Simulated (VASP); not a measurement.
# BaTiO3 (Cm) in VASP: single point with PBE

Aim: the single point of BaTiO3 with PBE.

Everything below comes from runs of VASP 6.6.1. Logs are shortened: lines on timing, memory, paths and dates and some standing lists are left out, and cuts for length are marked.

## Step 1: The cell of the first run

It takes space group Cm (No. 8, monoclinic). The conventional cell has a = 5.684 Å, b = 5.684 Å, c = 4.019 Å, α = 90.00°, β = 90.00°, γ = 90.00°. Ba (site symmetry m) has 12 O at 2.64 to 3.04 Å and 8 Ti at 3.48 Å within 3.5 Å. Ti (site symmetry m) has 6 O at 1.92 to 2.12 Å within 2.5 Å. Within 2.5 Å of O (site symmetry m) lie 2 Ti at 1.92 to 2.12 Å. Within 2.7 Å of O (site symmetry 1) lie 2 Ti at 2.01 Å and 1 O at 2.68 Å.

## Step 2: Single point, PBE (atom 3 (O) moved by (-0.200, -0.100) A along [1 1 0] and z)

Contents of INCAR:

```
SYSTEM = BaTiO3
ALGO = Normal
EDIFF = 1E-6
ENCUT = 520
GGA = PE
ISIF = 2
ISMEAR = 0
LASPH = .TRUE.
LCHARG = .FALSE.
LREAL = .FALSE.
LWAVE = .FALSE.
NBANDS = 28
NELM = 60
PREC = Accurate
SIGMA = 0.05
```

Contents of KPOINTS:

```
k-points
0
G
  8 8 8
  0 0 0
```

Contents of POSCAR:

```
BaTiO3
1.0
    4.0192318615      0.0000000000      0.0000000000
    0.0000000000      4.0192318615      0.0000000000
    0.0000000000      0.0000000000      4.0192813204
Ba Ti O
1 1 3
Direct
    0.0000000000      0.0000000000      0.0000000000
    0.5000000000      0.5000000000      0.5000000000
    0.4648138348      0.4648138348     -0.0248800699
    0.5000000000      0.0000000000      0.5000000000
    0.0000000000      0.5000000000      0.5000000000
```

Potentials or basis: VASP PAW PBE potentials, release 64 (Ba_sv, Ti_sv, O).

Run with:

```
cat potpaw_PBE.64/Ba_sv/POTCAR potpaw_PBE.64/Ti_sv/POTCAR potpaw_PBE.64/O/POTCAR > POTCAR
mpirun -np 1 vasp_std > vasp.out
```

OUTCAR:

```text
SYSTEM = BaTiO3
   EDIFF = 1E-6
   ENCUT = 520
   GGA = PE
   ISIF = 2
   ISMEAR = 0
   LASPH = .TRUE.
   LREAL = .FALSE.
   NELM = 60
   PREC = Accurate

 ion  position               nearest neighbor table
   1  0.000  0.000  0.000-   3 2.64   4 2.84   5 2.84   4 2.84   5 2.84   5 2.84   5 2.84   4 2.84
                             4 2.84   3 2.85   3 2.85   3 3.04   2 3.48   2 3.48   2 3.48   2 3.48
   2  0.500  0.500  0.500-   3 1.92   4 2.01   5 2.01   4 2.01   5 2.01   3 2.12   1 3.48   1 3.48
                             1 3.48   1 3.48   1 3.48   1 3.48   1 3.48   1 3.48
   3  0.465  0.465  0.975-   2 1.92   2 2.12   1 2.64   1 2.85   1 2.85   1 3.04
   4  0.500  0.000  0.500-   2 2.01   2 2.01   1 2.84   1 2.84   1 2.84   1 2.84
   5  0.000  0.500  0.500-   2 2.01   2 2.01   1 2.84   1 2.84   1 2.84   1 2.84

  LATTYP: Found a simple tetragonal cell.
 ALAT       =     4.0192318615
 C/A-ratio  =     1.0000123056

  Lattice vectors:

 A1 = (   4.0192318615,   0.0000000000,   0.0000000000)
 A2 = (   0.0000000000,   4.0192318615,   0.0000000000)
 A3 = (   0.0000000000,   0.0000000000,   4.0192813204)

Analysis of symmetry for initial positions (statically):
=====================================================================
 Subroutine PRICEL returns:
 Original cell was already a primitive cell.

 Routine SETGRP: Setting up the symmetry group for a
 simple tetragonal supercell.

 Subroutine GETGRP returns: Found  2 space group operations
 (whereof  2 operations were pure point group operations)
 out of a pool of 16 trial point group operations.

The static configuration has the point symmetry C_1h.

Analysis of symmetry for dynamics (positions and initial velocities):
=====================================================================
 Subroutine PRICEL returns:
 Original cell was already a primitive cell.

 Routine SETGRP: Setting up the symmetry group for a
 simple tetragonal supercell.

 Subroutine GETGRP returns: Found  2 space group operations
 (whereof  2 operations were pure point group operations)
 out of a pool of 16 trial point group operations.

The dynamic configuration has the point symmetry C_1h.

 Subroutine INISYM returns: Found  2 space group operations
 (whereof  2 operations are pure point group operations),
 and found     1 'primitive' translations

----------------------------------------------------------------------------------------

                                     Primitive cell

  volume of cell :      64.9284

  direct lattice vectors                    reciprocal lattice vectors
     4.019231861  0.000000000  0.000000000     0.248803760  0.000000000  0.000000000
     0.000000000  4.019231861  0.000000000     0.000000000  0.248803760  0.000000000
     0.000000000  0.000000000  4.019281320     0.000000000  0.000000000  0.248800699

  length of vectors
     4.019231861  4.019231861  4.019281320     0.248803760  0.248803760  0.248800699

  position of ions in fractional coordinates (direct lattice)
     0.000000000  0.000000000  0.000000000
     0.500000000  0.500000000  0.500000000
     0.464813835  0.464813835  0.975119930
     0.500000000  0.000000000  0.500000000
     0.000000000  0.500000000  0.500000000

  ion indices of the primitive-cell ions
   primitive index   ion index
                 1           1
                 2           2
                 3           3
                 4           4
                 5           5

----------------------------------------------------------------------------------------

 KPOINTS: k-points

Automatic generation of k-mesh.
 Grid dimensions read from file:
 generate k-points for:    8    8    8

 Generating k-lattice:

  Cartesian coordinates                     Fractional coordinates (reciprocal lattice)
     0.031100470  0.000000000  0.000000000     0.125000000  0.000000000  0.000000000
     0.000000000  0.031100470  0.000000000     0.000000000  0.125000000  0.000000000
     0.000000000  0.000000000  0.031100087     0.000000000  0.000000000  0.125000000

  Length of vectors
     0.031100470  0.031100470  0.031100087

  Shift w.r.t. Gamma in fractional coordinates (k-lattice)
     0.000000000  0.000000000  0.000000000

 Subroutine IBZKPT returns following result:
 ===========================================

 Found    150 irreducible k-points:

 Following reciprocal coordinates:
            Coordinates               Weight
  0.000000  0.000000  0.000000      1.000000
  0.125000  0.000000  0.000000      4.000000
  0.250000  0.000000  0.000000      4.000000
  0.375000  0.000000  0.000000      4.000000
  0.500000  0.000000  0.000000      2.000000
  0.125000  0.125000  0.000000      2.000000
[... 16 lines left out ...]
  0.125000  0.000000  0.125000      4.000000
 -0.125000  0.000000  0.125000      4.000000
 [... further k-points ...]
   k-points           NKPTS =    150   k-points in BZ     NKDIM =    150   number of bands    NBANDS=     28
   number of dos      NEDOS =    301   number of ions     NIONS =      5
   total plane-waves  NPLWV =  27000
   dimension x,y,z NGX =    30 NGY =   30 NGZ =   30
   dimension x,y,z NGXF=    60 NGYF=   60 NGZF=   60
   ions per type =               1   1   3
   NGX,Y,Z   is equivalent  to a cutoff of  12.41, 12.41, 12.41 a.u.
   NGXF,Y,Z  is equivalent  to a cutoff of  24.82, 24.82, 24.82 a.u.
 SYSTEM =  BaTiO3
   PREC   = accura    normal or accurate (medium, high low for compatibility)
   ISTART =      0    job   : 0-new  1-cont  2-samecut
   ICHARG =      2    charge: 1-file 2-atom 10-const
   ISPIN  =      1    spin polarized calculation?
   LNONCOLLINEAR =      F non collinear calculations
   LSORBIT =      F    spin-orbit coupling
   LASPH  =      T    aspherical Exc in radial PAW
   ENCUT  =  520.0 eV  38.22 Ry    6.18 a.u.   7.47  7.47  7.47*2*pi/ulx,y,z
   NELM   =     60;   NELMIN=  2; NELMDL= -5     # of ELM steps
   EDIFF  = 0.1E-05   stopping-criterion for ELM
   LREAL  =      F    real-space projection
   EDIFFG = 0.1E-04   stopping-criterion for IOM
   NSW    =      0    number of steps for IOM
   IBRION =     -1    ionic relax: 0-MD 1-quasi-New 2-CG
   NFREE  =      0    steps in history (QN), initial steepest desc. (CG)
   ISIF   =      2    stress and relaxation
   ISYM   =      2    0-nonsym 1-usesym 2-fastsym
   POTIM  = 0.5000    time-step for ionic-motion
   TEBEG  =    0.0;   TEEND  =   0.0 temperature during run
   PSTRESS=    0.0 pullay stress
   NELECT =      40.0000    total number of electrons
   NUPDOWN=      -1.0000    fix difference up-down
   EMIN   =  10.00;   EMAX   =-10.00  energy-range for DOS
   EFERMI =   0.00;   METHOD = LEGACY
   ISMEAR =     0;   SIGMA  =   0.05  broadening in eV -4-tet -1-fermi 0-gaus
   EFERMI_NEDOS =   21; number of points for ismear=-14 and -15
   IALGO  =     38    algorithm
   IMIX   =      4    mixing-type and parameters
     AMIX     =   0.40;   BMIX     =  1.00
     AMIX_MAG =   1.60;   BMIX_MAG =  1.00
  volume/ion in A,a.u.               =      12.99        87.63
  Fermi-wavevector in a.u.,A,eV,Ry     =   1.392996  2.632381 26.401274  1.940439
  Thomas-Fermi vector in A             =   2.516685
   LORBIT       =      0    0 simple, 1 ext, 2 COOP (PROOUT), +10 PAW based schemes
   GGA     = PE    functional components
   LHFCALC =     F    Hartree Fock is set to
   AEXX    =    0.0000 exact exchange contribution
   IVDW    =     0    specifies the selected vdW correction
   LEPSILON=     F    determine dielectric tensor
   LRPA    =     F    only Hartree local field effects (RPA)
 non-spin polarized calculation
 Gauss-broadening in eV      SIGMA  =   0.05
  energy-cutoff  :      520.00
  volume of cell :       64.93
 maximum number of plane-waves:      1775
 NGX is ok and might be reduce to    30
   NGX = 15   NGY = 15   NGZ = 15

 number of electron      39.9999979 magnetization

 Free energy of the ion-electron system (eV)
  ---------------------------------------------------
  ext. energy  EPLUGINS =         0.00000000
  ---------------------------------------------------
  free energy    TOTEN  =       -39.84543330 eV

  energy without entropy =      -39.84543330  energy(sigma->0) =      -39.84543330

 E-fermi :   3.9950     XC(G=0): -11.1890

 val. band max:        3.7601839166   @ k =   0.5000   0.5000   0.5000
 cond. band min:       5.5149818206   @ k =   0.0000   0.0000   0.0000
 fundamental gap:      1.7547979040
 Fermi energy:         3.9949807573

 k-point     1 :       0.0000    0.0000    0.0000
  band No.  band energies     occupation
      1     -52.9183      2.00000
      2     -29.1456      2.00000
      3     -29.1222      2.00000
      4     -29.1196      2.00000
      5     -21.0918      2.00000
      6     -13.1323      2.00000
[... 20 lines left out ...]
     27       8.8714      0.00000
     28      10.9066      0.00000

 k-point     2 :       0.1250    0.0000    0.0000
  band No.  band energies     occupation
      1     -52.9181      2.00000
      2     -29.1454      2.00000
      3     -29.1284      2.00000
      4     -29.1205      2.00000
      5     -21.0756      2.00000
      6     -13.1414      2.00000
[... 20 lines left out ...]
     27       9.1646      0.00000
     28      11.2752      0.00000

 k-point     3 :       0.2500    0.0000    0.0000
  band No.  band energies     occupation
      1     -52.9178      2.00000
      2     -29.1459      2.00000
      3     -29.1445      2.00000
      4     -29.1200      2.00000
      5     -21.0359      2.00000
      6     -13.2046      2.00000
[... 20 lines left out ...]
     27       9.9094      0.00000
     28      12.0531      0.00000

 k-point     4 :       0.3750    0.0000    0.0000
  band No.  band energies     occupation
      1     -52.9175      2.00000
      2     -29.1630      2.00000
      3     -29.1440      2.00000
      4     -29.1193      2.00000
      5     -20.9954      2.00000
      6     -13.3056      2.00000
[... 578 lines left out ...]
     27       9.1563      0.00000
     28      11.2754      0.00000

 k-point    23 :       0.1250    0.0000    0.1250
  band No.  band energies     occupation
      1     -52.9180      2.00000
      2     -29.1524      2.00000
      3     -29.1281      2.00000
      4     -29.1202      2.00000
      5     -21.0604      2.00000
      6     -13.1298      2.00000
[... 20 lines left out ...]
     27       9.4326      0.00000
     28      11.5069      0.00000

 k-point    24 :      -0.1250    0.0000    0.1250
  band No.  band energies     occupation
      1     -52.9180      2.00000
      2     -29.1524      2.00000
      3     -29.1281      2.00000
      4     -29.1202      2.00000
      5     -21.0603      2.00000
      6     -13.1325      2.00000
[... 20 lines left out ...]
     27       9.4352      0.00000
     28      11.5105      0.00000

 [... further k-points ...]

------------------------ aborting loop because EDIFF is reached ----------------------------------------

  FORCE on cell =-STRESS in cart. coord.  units (eV):
  Direction    XX          YY          ZZ          XY          YZ          ZX
  --------------------------------------------------------------------------------------
  -------------------------------------------------------------------------------------
  Total        0.9979018      0.9979018      1.1571266      0.1267040      0.1712246      0.1712245
  in kB       24.6242978     24.6242978     28.5533420      3.1265578      4.2251510      4.2251494
  external PRESSURE =      25.9339792 kB  Pullay stress =       0.0000000 kB

 VOLUME and BASIS-vectors are now :
 -----------------------------------------------------------------------------
  energy-cutoff  :      520.00
  volume of cell :       64.93
      direct lattice vectors                 reciprocal lattice vectors
     4.019231861  0.000000000  0.000000000     0.248803760  0.000000000  0.000000000
     0.000000000  4.019231861  0.000000000     0.000000000  0.248803760  0.000000000
     0.000000000  0.000000000  4.019281320     0.000000000  0.000000000  0.248800699

 POSITION                                       TOTAL-FORCE (eV/Angst)
 -----------------------------------------------------------------------------------
      0.00000      0.00000      0.00000        -0.166372     -0.166372     -0.111852
      2.00962      2.00962      2.00964        -0.098025     -0.098025      0.496339
      1.86819      1.86819      3.91928         0.813716      0.813716      0.512159
      2.00962      0.00000      2.00964         0.084221     -0.633540     -0.448323
      0.00000      2.00962      2.00964        -0.633540      0.084221     -0.448323
 -----------------------------------------------------------------------------------
    total drift:                               -0.000131     -0.000131      0.000017

  FREE ENERGIE OF THE ION-ELECTRON SYSTEM (eV)
  ---------------------------------------------------
  free  energy   TOTEN  =       -39.8454333015 eV

  energy  without entropy=      -39.8454333015  energy(sigma->0) =      -39.84543330
```

Wall time 4 min (1 thread of Intel Xeon Platinum 8488C (Sapphire Rapids), shared host); peak memory 0.36 GiB.

Results:

```
Free energy            : -39.8454 eV
Pressure               : 2.6 GPa
Largest force          : 1.260 eV/Å
Band gap on the k mesh : 1.75 eV (least direct gap 1.97 eV)
```

Forces in eV/Å, atoms in the order of the input:
```
Ba  -0.166 -0.166 -0.112
Ti  -0.098 -0.098  0.496
O    0.814  0.814  0.512
O    0.084 -0.634 -0.448
O   -0.634  0.084 -0.448
```

Stress tensor (GPa, compression positive):
```
2.46 0.31 0.42
0.31 2.46 0.42
0.42 0.42 2.86
```

Levels at points of the mesh, in eV from the valence-band top:
```tsv
k point	band 17	band 18	band 19	band 20	band 21	band 22	band 23	band 24
(0.00, 0.00, 0.00)	-1.07	-0.33	-0.25	-0.22	1.75	1.79	2.08	3.83
(0.50, 0.00, 0.00)	-1.82	-1.69	-0.78	-0.75	2.03	3.43	3.47	3.91
(0.50, 0.50, 0.00)	-1.56	-0.91	-0.88	-0.09	3.45	3.52	3.86	4.69
(0.00, 0.00, 0.50)	-1.78	-1.52	-0.72	-0.72	1.88	3.24	3.38	3.84
(0.50, 0.00, 0.50)	-1.71	-0.90	-0.88	-0.10	3.36	3.44	3.79	4.64
(0.50, 0.50, 0.50)	-2.35	-0.09	-0.01	0.00	3.97	4.04	4.09	6.45
```

Caveat: the cell differs from its parent crystal (atom 3 (O) moved by (-0.200, -0.100) A along [1 1 0] and z); spin-orbit coupling is left out, which moves the levels of the heavy elements; forces of over 1 eV/Å act on the atoms, so gaps and moduli don't describe the material at rest. A k mesh can miss the band edges.
